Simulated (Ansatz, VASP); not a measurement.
Two plane-wave programs on Zr3S2

```
Zr S
1.0
     2.90254    1.67578    3.48777
    -2.90254    1.67578    3.48777
     0.00000   -3.35156    3.48777
Zr S
3 2
Direct
  0.83873 0.50000 0.16127
  0.50000 0.16127 0.83873
  0.16127 0.83873 0.50000
  0.66502 0.66502 0.66502
  0.33498 0.33498 0.33498
```

Alike in both runs: functional PBEsol; k mesh 6 × 6 × 6; occupations fermi-dirac, width 0.05 eV; non-collinear spin, spin-orbit coupling.

|  | VASP | Ansatz |
| --- | --- | --- |
| version | VASP 6.6.1 | Ansatz 0.2.0 |
| potentials or method | VASP PAW PBE potentials, release 64 (Zr_sv, S) | Ansatz PAW |
| plane-wave cutoff (eV) | 520 | 420 |
| valence electrons in the cell | 48 | 48 |
| task | single point | band structure |

|  | VASP | Ansatz | Ansatz less VASP |
| --- | --- | --- | --- |
| pressure (GPa) | -5.0 | -5.1 | -0.14 |
| traceless stress, the component that is largest in VASP (GPa) | -0.23 | -0.30 | -0.062 |
| rms of the force components (eV/Å) | 0.057 | 0.060 | +0.0030 |

VASP's potentials were made for PBE, not for PBEsol. Atom by atom the forces differ by 0.003 eV/Å (rms over components).
